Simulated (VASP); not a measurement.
# SrO in VASP: further runs

The runs below take SrO through single point, with PBE.

Program: VASP 6.6.1. These are calculated values, not measurements. Logs are shortened: lines on timing, memory, paths and dates and some standing lists are left out, and cuts for length are marked.

## 1. The cell of the first run

The structure is hexagonal, space group P6_3mc (No. 186). Conventional cell: a = 3.666 Å, b = 3.666 Å, c = 6.399 Å, α = 90.00°, β = 90.00°, γ = 120.00°. Sr (site symmetry 3m) has 6 O at 2.59 to 2.72 Å within 3.4 Å. Within 3.4 Å of O (site symmetry 3m) lie 6 Sr at 2.59 to 2.72 Å and 2 O at 3.20 Å.

## 2. Single point, PBE

File INCAR:

```
PREC = Accurate ; ENCUT = 520
EDIFF = 1E-6 ; ISMEAR = 0
SIGMA = 0.05 ; LREAL = False
LASPH = True ; NELM = 60
ALGO = Normal ; ISIF = 2
LWAVE = False ; LCHARG = True
GGA = PE ; LELF = True
LVHAR = True ; NBANDS = 24
```

File KPOINTS:

```
Automatic mesh
0
Gamma
  9 9 4
```

File POSCAR:

```
SrO
1.0
    3.6663715749      0.0000000000      0.0000000000
   -1.8331857875      3.1751709235      0.0000000000
    0.0000000000      0.0000000000      6.3986871764
Sr O
2 2
Direct
    0.3333333333      0.6666666667      0.2525973803
    0.6666666667      0.3333333333      0.7525973803
    0.0000000000      0.0000000000     -0.0142247929
    0.0000000000      0.0000000000      0.4857752071
```

Potentials or basis: VASP PAW PBE potentials, release 64 (Sr_sv, O).

The run is started by

```console
$ cat potpaw_PBE.64/Sr_sv/POTCAR potpaw_PBE.64/O/POTCAR > POTCAR
$ mpirun -np 1 vasp_std > vasp.out
```

OUTCAR:

```text
PREC = Accurate
   ENCUT = 520
   EDIFF = 1E-6
   ISMEAR = 0
   LREAL = False
   LASPH = True
   NELM = 60
   ISIF = 2
   GGA = PE

 ion  position               nearest neighbor table
   1  0.333  0.667  0.253-   4 2.59   4 2.59   4 2.59   3 2.72   3 2.72   3 2.72   2 3.84   2 3.84
                             2 3.84   2 3.84   2 3.84   2 3.84
   2  0.667  0.333  0.753-   3 2.59   3 2.59   3 2.59   4 2.72   4 2.72   4 2.72   1 3.84   1 3.84
                             1 3.84   1 3.84   1 3.84   1 3.84
   3  0.000  0.000  0.986-   2 2.59   2 2.59   2 2.59   1 2.72   1 2.72   1 2.72
   4  0.000  0.000  0.486-   1 2.59   1 2.59   1 2.59   2 2.72   2 2.72   2 2.72

  LATTYP: Found a hexagonal cell.
 ALAT       =     3.6663715749
 C/A-ratio  =     1.7452369586

  Lattice vectors:

 A1 = (   3.6663715749,   0.0000000000,   0.0000000000)
 A2 = (  -1.8331857875,   3.1751709235,   0.0000000000)
 A3 = (   0.0000000000,   0.0000000000,   6.3986871764)

Analysis of symmetry for initial positions (statically):
=====================================================================
 Subroutine PRICEL returns:
 Original cell was already a primitive cell.

 Routine SETGRP: Setting up the symmetry group for a
 hexagonal supercell.

 Subroutine GETGRP returns: Found 12 space group operations
 (whereof  6 operations were pure point group operations)
 out of a pool of 24 trial point group operations.

The static configuration has the point symmetry C_3v.
 The point group associated with its full space group is C_6v.

Analysis of symmetry for dynamics (positions and initial velocities):
=====================================================================
 Subroutine PRICEL returns:
 Original cell was already a primitive cell.

 Routine SETGRP: Setting up the symmetry group for a
 hexagonal supercell.

 Subroutine GETGRP returns: Found 12 space group operations
 (whereof  6 operations were pure point group operations)
 out of a pool of 24 trial point group operations.

The dynamic configuration has the point symmetry C_3v.
 The point group associated with its full space group is C_6v.

 Subroutine INISYM returns: Found 12 space group operations
 (whereof  6 operations are pure point group operations),
 and found     1 'primitive' translations

----------------------------------------------------------------------------------------

                                     Primitive cell

  volume of cell :      74.4894

[... 87 lines left out ...]
   LNONCOLLINEAR =      F non collinear calculations
   LSORBIT =      F    spin-orbit coupling
   LASPH  =      T    aspherical Exc in radial PAW
   ENCUT  =  520.0 eV  38.22 Ry    6.18 a.u.   6.82  6.82 11.90*2*pi/ulx,y,z
   NELM   =     60;   NELMIN=  2; NELMDL= -5     # of ELM steps
   EDIFF  = 0.1E-05   stopping-criterion for ELM
   LREAL  =      F    real-space projection
   EDIFFG = 0.1E-04   stopping-criterion for IOM
   NSW    =      0    number of steps for IOM
   IBRION =     -1    ionic relax: 0-MD 1-quasi-New 2-CG
   NFREE  =      0    steps in history (QN), initial steepest desc. (CG)
   ISIF   =      2    stress and relaxation
   ISYM   =      2    0-nonsym 1-usesym 2-fastsym
   POTIM  = 0.5000    time-step for ionic-motion
   TEBEG  =    0.0;   TEEND  =   0.0 temperature during run
   PSTRESS=    0.0 pullay stress
   NELECT =      32.0000    total number of electrons
   NUPDOWN=      -1.0000    fix difference up-down
   EMIN   =  10.00;   EMAX   =-10.00  energy-range for DOS
   EFERMI =   0.00;   METHOD = LEGACY
   ISMEAR =     0;   SIGMA  =   0.05  broadening in eV -4-tet -1-fermi 0-gaus
   EFERMI_NEDOS =   21; number of points for ismear=-14 and -15
   IALGO  =     38    algorithm
   IMIX   =      4    mixing-type and parameters
     AMIX     =   0.40;   BMIX     =  1.00
     AMIX_MAG =   1.60;   BMIX_MAG =  1.00
  volume/ion in A,a.u.               =      18.62       125.67
  Fermi-wavevector in a.u.,A,eV,Ry     =   1.235265  2.334312 20.760840  1.525879
  Thomas-Fermi vector in A             =   2.369921
   LORBIT       =      0    0 simple, 1 ext, 2 COOP (PROOUT), +10 PAW based schemes
   GGA     = PE    functional components
   LHFCALC =     F    Hartree Fock is set to
   AEXX    =    0.0000 exact exchange contribution
   IVDW    =     0    specifies the selected vdW correction
   LEPSILON=     F    determine dielectric tensor
   LRPA    =     F    only Hartree local field effects (RPA)
 non-spin polarized calculation
 Gauss-broadening in eV      SIGMA  =   0.05
  energy-cutoff  :      520.00
  volume of cell :       74.49
 maximum number of plane-waves:      2024
 NGX is ok and might be reduce to    28
   NGX = 13   NGY = 13   NGZ = 23

 number of electron      31.9999999 magnetization

 Free energy of the ion-electron system (eV)
  ---------------------------------------------------
  ext. energy  EPLUGINS =         0.00000000
  ---------------------------------------------------
  free energy    TOTEN  =       -23.66178664 eV

  energy without entropy =      -23.66178664  energy(sigma->0) =      -23.66178664

 E-fermi :   2.0409     XC(G=0):  -9.5937

 val. band max:        1.7108631830   @ k =   0.0000   0.0000   0.0000
 cond. band min:       4.3189292617   @ k =   0.0000   0.0000   0.0000
 fundamental gap:      2.6080660788
 Fermi energy:         2.0408530650

 k-point     1 :       0.0000    0.0000    0.0000
  band No.  band energies     occupation
      1     -31.5038      2.00000
      2     -31.4329      2.00000
      3     -15.0767      2.00000
      4     -13.6976      2.00000
      5     -13.2608      2.00000
      6     -13.2608      2.00000
[... 637 lines left out ...]
     23      10.8684      0.00000
     24      10.9339      0.00000

 [... further k-points ...]
[... 5 lines left out ...]
  --------------------------------------------------------------------------------------
  -------------------------------------------------------------------------------------
  Total       -1.9740697     -1.9740697     -2.3106076      0.0000000      0.0000000      0.0000000
  in kB      -42.4598642    -42.4598642    -49.6983896      0.0000000      0.0000000      0.0000000
  external PRESSURE =     -44.8727060 kB  Pullay stress =       0.0000000 kB

 VOLUME and BASIS-vectors are now :
 -----------------------------------------------------------------------------
  energy-cutoff  :      520.00
  volume of cell :       74.49
      direct lattice vectors                 reciprocal lattice vectors
     3.666371575  0.000000000  0.000000000     0.272749223  0.157471838  0.000000000
    -1.833185787  3.175170924  0.000000000     0.000000000  0.314943675  0.000000000
     0.000000000  0.000000000  6.398687176     0.000000000  0.000000000  0.156282058

 POSITION                                       TOTAL-FORCE (eV/Angst)
 -----------------------------------------------------------------------------------
     -0.00000      2.11678      1.61629        -0.000000      0.000000     -0.124854
      1.83319      1.05839      4.81564         0.000000     -0.000000     -0.124854
      0.00000      0.00000      6.30767         0.000000     -0.000000      0.124854
      0.00000      0.00000      3.10832        -0.000000     -0.000000      0.124854
 -----------------------------------------------------------------------------------
    total drift:                               -0.000000     -0.000000     -0.001111

  FREE ENERGIE OF THE ION-ELECTRON SYSTEM (eV)
  ---------------------------------------------------
  free  energy   TOTEN  =       -23.6617866426 eV

  energy  without entropy=      -23.6617866426  energy(sigma->0) =      -23.66178664
```

OSZICAR:

```text
N       E                     dE             d eps       ncg     rms          rms(c)
DAV:   1     0.171672932068E+03    0.17167E+03   -0.15930E+04  1728   0.125E+03
DAV:   2    -0.170751718192E+02   -0.18875E+03   -0.17752E+03  2408   0.280E+02
DAV:   3    -0.280866923567E+02   -0.11012E+02   -0.10941E+02  2664   0.598E+01
DAV:   4    -0.283663368287E+02   -0.27964E+00   -0.27954E+00  2344   0.767E+00
DAV:   5    -0.283687213902E+02   -0.23846E-02   -0.23845E-02  2448   0.804E-01    0.198E+01
DAV:   6    -0.239275863949E+02    0.44411E+01   -0.20761E+01  1920   0.240E+01    0.235E+01
DAV:   7    -0.237342944016E+02    0.19329E+00   -0.16835E+00  2504   0.696E+00    0.151E+01
DAV:   8    -0.236683464152E+02    0.65948E-01   -0.61352E-01  1792   0.522E+00    0.156E+00
DAV:   9    -0.236584475407E+02    0.98989E-02   -0.53501E-02  2680   0.158E+00    0.508E-01
DAV:  10    -0.236610967512E+02   -0.26492E-02   -0.65864E-03  2152   0.442E-01    0.154E-01
DAV:  11    -0.236616932793E+02   -0.59653E-03   -0.16435E-03  2024   0.222E-01    0.477E-02
DAV:  12    -0.236617808346E+02   -0.87555E-04   -0.15865E-04  2264   0.736E-02    0.449E-02
DAV:  13    -0.236617866198E+02   -0.57852E-05   -0.13882E-05  1952   0.260E-02    0.110E-02
DAV:  14    -0.236617866426E+02   -0.22811E-07   -0.32262E-06  2112   0.109E-02
   1 F= -.23661787E+02 E0= -.23661787E+02  d E =-.105475E-22
```

stdout:

```text
POSCAR found type information on POSCAR SrO
 POSCAR found :  2 types and       4 ions
 scaLAPACK will be used
 LDA part: xc-table for (Slater+PW92), standard interpolation
 POSCAR, INCAR and KPOINTS ok, starting setup
 FFT: planning ... GRIDC
 FFT: planning ... GRID_SOFT
 FFT: planning ... GRID
 WAVECAR not read
 entering main loop
```

Wall time 50 s (1 thread of Intel Xeon 6975P-C, shared host); peak memory 0.21 GiB.

Results:

```yaml
Free_energy: -23.6618 eV
Pressure: -4.5 GPa
Largest_force: 0.125 eV/Å
Band_gap_on_the_k_mesh: 2.61 eV, direct
```

Forces in eV/Å, atoms in the order of the input:
```
Sr   0.000  0.000 -0.125
Sr   0.000  0.000 -0.125
O    0.000  0.000  0.125
O    0.000  0.000  0.125
```

Stress tensor (GPa, compression positive):
```
-4.25  0.00  0.00
 0.00 -4.25  0.00
 0.00  0.00 -4.97
```

Expect the measured gap to be larger: semilocal functionals such as PBE lack the derivative discontinuity.

## 3. Single point, PBE

File INCAR:

```
ALGO = Normal ; EDIFF = 1E-6
ENCUT = 520 ; GGA = PE
ISIF = 2 ; ISMEAR = 0
LASPH = True ; LCHARG = False
LREAL = False ; LWAVE = False
NBANDS = 24 ; NELM = 100
PREC = Accurate ; SIGMA = 0.05
```

File KPOINTS:

```
k-points
0
Gamma
  9 9 4
```

File POSCAR:

```
SrO
1.0
    3.6663715749      0.0000000000      0.0000000000
   -1.8331857875      3.1751709235      0.0000000000
    0.0000000000      0.0000000000      6.3986871764
Sr O
2 2
Direct
    0.3333333333      0.6666666667      0.2517315869
    0.6666666667      0.3333333333      0.7517315869
    0.0000000000      0.0000000000     -0.0094831953
    0.0000000000      0.0000000000      0.4905168047
```

Potentials or basis: VASP PAW PBE potentials, release 64 (Sr_sv, O).

The run is started by

```console
$ cat potpaw_PBE.64/Sr_sv/POTCAR potpaw_PBE.64/O/POTCAR > POTCAR
$ mpirun -np 1 vasp_std > vasp.out
```

Wall time 48 s (1 thread of Intel Xeon 6975P-C, shared host); peak memory 0.21 GiB.

Results (log left out):

```
Free energy            : -23.6692 eV
Pressure               : -4.6 GPa
Largest force          : 0.082 eV/Å
Band gap on the k mesh : 2.59 eV, direct
```

Forces in eV/Å, atoms in the order of the input:
```
Sr   0.000  0.000 -0.082
Sr   0.000  0.000 -0.082
O    0.000  0.000  0.082
O    0.000  0.000  0.082
```

Stress tensor (GPa, compression positive):
```
-4.37  0.00  0.00
 0.00 -4.37  0.00
 0.00  0.00 -5.16
```

Levels at points of the mesh, in eV from the valence-band top:
```
           k point  band 12  band 13  band 14  band 15  band 16  band 17  band 18  band 19  band 20  band 21
(0.00, 0.00, 0.00)    -0.90    -0.90    -0.66    -0.66     0.00     2.59     4.79     5.08     5.98     5.98
(0.00, 0.00, 0.50)    -1.50    -0.80    -0.80    -0.80    -0.80     4.22     4.22     5.65     5.65     6.83
```

A k mesh can miss the band edges. PBE gaps usually lie below the measured ones, often by a third to a half.

## 4. Single point, PBE

File INCAR:

```
SYSTEM = SrO
ALGO = Normal
EDIFF = 1E-6
ENCUT = 520
GGA = PE
ISIF = 2
ISMEAR = 0
LASPH = .True.
LCHARG = .False.
LREAL = .False.
LWAVE = .False.
NBANDS = 24
NELM = 100
PREC = Accurate
SIGMA = 0.05
```

File KPOINTS:

```
k-points
0
Gamma
  9 9 4
  0 0 0
```

File POSCAR:

```
SrO
1.0
    3.6663715749      0.0000000000      0.0000000000
   -1.8331857875      3.1751709235      0.0000000000
    0.0000000000      0.0000000000      6.3986871764
Sr O
2 2
Direct
    0.3333333333      0.6666666667      0.2500000000
    0.6666666667      0.3333333333      0.7500000000
    0.0000000000      0.0000000000      0.0000000000
    0.0000000000      0.0000000000      0.5000000000
```

The run is started by

```console
$ cat potpaw_PBE.64/Sr_sv/POTCAR potpaw_PBE.64/O/POTCAR > POTCAR
$ mpirun -np 1 vasp_std > vasp.out
```

Run time: 47 s. Hardware: 1 thread of Intel Xeon 6975P-C, shared host; peak memory 0.21 GiB.

The run converged. Its results:

- Free energy: -23.6750 eV
- Pressure: -4.8 GPa
- Band gap on the k mesh: 2.57 eV, direct

Stress tensor (GPa, compression positive):
```
-4.48  0.00  0.00
 0.00 -4.48  0.00
 0.00  0.00 -5.32
```

Levels at points of the mesh, in eV from the valence-band top:
| k point | band 14 | band 15 | band 16 | band 17 | band 18 | band 19 |
| --- | --- | --- | --- | --- | --- | --- |
| (0.00, 0.00, 0.00) | -0.67 | -0.67 | 0.00 | 2.57 | 4.77 | 5.02 |
| (0.00, 0.00, 0.50) | -0.81 | -0.81 | -0.81 | 4.20 | 4.20 | 5.62 |

## 5. Single point, PBE

This run uses another cell than the first one, of 16.87 Å³/atom, 0.906 times its volume.

File INCAR:

```
SYSTEM = SrO
PREC = Accurate ; ENCUT = 520
EDIFF = 1E-7 ; ISMEAR = 0
SIGMA = 0.05 ; LREAL = .FALSE.
LASPH = .TRUE. ; NELM = 60
ALGO = Normal ; ISIF = 2
LWAVE = .FALSE. ; LCHARG = .FALSE.
GGA = PE ; NBANDS = 24
```

File KPOINTS:

```
regular mesh
0
G
  9 9 4
  0 0 0
```

File POSCAR:

```
SrO
1.0
    3.5472592105      0.0000000000      0.0000000000
   -1.7736296053      3.0720165901      0.0000000000
    0.0000000000      0.0000000000      6.1908078759
Sr O
2 2
Direct
    0.3333333333      0.6666666667      0.2525973803
    0.6666666667      0.3333333333      0.7525973803
    0.0000000000      0.0000000000     -0.0142247929
    0.0000000000      0.0000000000      0.4857752071
```

The run is started by

```console
$ cat potpaw_PBE.64/Sr_sv/POTCAR potpaw_PBE.64/O/POTCAR > POTCAR
$ mpirun -np 1 vasp_std > vasp.out
```

Run time: 58 s. Hardware: 1 thread of Intel Xeon 6975P-C, shared host; peak memory 0.21 GiB.

The run converged. Its results:

```yaml
Free_energy: -23.7026 eV
Pressure: 3.1 GPa
Largest_force: 0.262 eV/Å
Band_gap_on_the_k_mesh: 3.16 eV, direct
```

Forces in eV/Å, atoms in the order of the input:
```
Sr   0.000  0.000 -0.262
Sr   0.000  0.000 -0.262
O    0.000  0.000  0.262
O    0.000  0.000  0.262
```

Stress tensor (GPa, compression positive):
```
2.99 0.00 0.00
0.00 2.99 0.00
0.00 0.00 3.31
```

Levels at points of the mesh, in eV from the valence-band top:
```tsv
k point	band 12	band 13	band 14	band 15	band 16	band 17	band 18	band 19	band 20	band 21
(0.00, 0.00, 0.00)	-1.03	-1.03	-0.78	-0.78	0.00	3.16	5.10	5.28	6.27	6.27
(0.00, 0.00, 0.50)	-1.60	-0.93	-0.93	-0.93	-0.93	4.76	4.76	6.07	6.07	7.25
```

## 6. Single point, PBE

This run uses another cell than the first one, of 16.87 Å³/atom, 0.906 times its volume.

File INCAR:

```
SYSTEM = SrO
PREC     = Accurate       ! precision mode
ENCUT    = 520            ! plane-wave cutoff, eV
EDIFF    = 1E-6           ! SCF threshold, eV
ISMEAR   = 0              ! smearing method
SIGMA    = 0.05           ! smearing width, eV
LREAL    = .False.        ! projectors in reciprocal space
LASPH    = .True.         ! aspherical terms in the spheres
NELM     = 100            ! most SCF steps
ALGO     = Normal         ! electronic algorithm
ISIF     = 2              ! what is computed and relaxed
LWAVE    = .False.        ! write WAVECAR
LCHARG   = .False.        ! write CHGCAR
GGA      = PE             ! functional
NBANDS   = 24             ! bands
```

File KPOINTS:

```
Automatic mesh
0
Gamma
  9 9 4
  0 0 0
```

File POSCAR:

```
SrO
1.0
    3.5472592105      0.0000000000      0.0000000000
   -1.7736296053      3.0720165901      0.0000000000
    0.0000000000      0.0000000000      6.1908078759
Sr O
2 2
Direct
    0.3333333333      0.6666666667      0.2508657934
    0.6666666667      0.3333333333      0.7508657934
    0.0000000000      0.0000000000     -0.0047415976
    0.0000000000      0.0000000000      0.4952584024
```

Potentials or basis: VASP PAW PBE potentials, release 64 (Sr_sv, O).

The run is started by

```console
$ cat potpaw_PBE.64/Sr_sv/POTCAR potpaw_PBE.64/O/POTCAR > POTCAR
$ mpirun -np 1 vasp_std > vasp.out
```

Wall time 63 s (1 thread of Intel Xeon 6975P-C, shared host); peak memory 0.21 GiB.

The run converged. Its results:

```yaml
Free_energy: -23.7266 eV
Pressure: 2.8 GPa
Largest_force: 0.086 eV/Å
Band_gap_on_the_k_mesh: 3.09 eV, indirect (least direct gap 3.12 eV)
```

Forces on the atoms (eV/Å):
```
Sr   0.000  0.000 -0.086
Sr   0.000  0.000 -0.086
O    0.000  0.000  0.086
O    0.000  0.000  0.086
```

Stress tensor (GPa, compression positive):
```
2.65 0.00 0.00
0.00 2.65 0.00
0.00 0.00 3.00
```

Levels at points of the mesh, in eV from the valence-band top:
```csv
k point,band 14,band 15,band 16,band 17,band 18,band 19
"(0.00, 0.00, 0.00)",-0.80,-0.80,0.00,3.12,5.04,5.15
"(0.00, 0.00, 0.50)",-0.96,-0.96,-0.96,4.72,4.72,5.98
```

A k mesh can miss the band edges. PBE gaps usually lie below the measured ones, often by a third to a half.
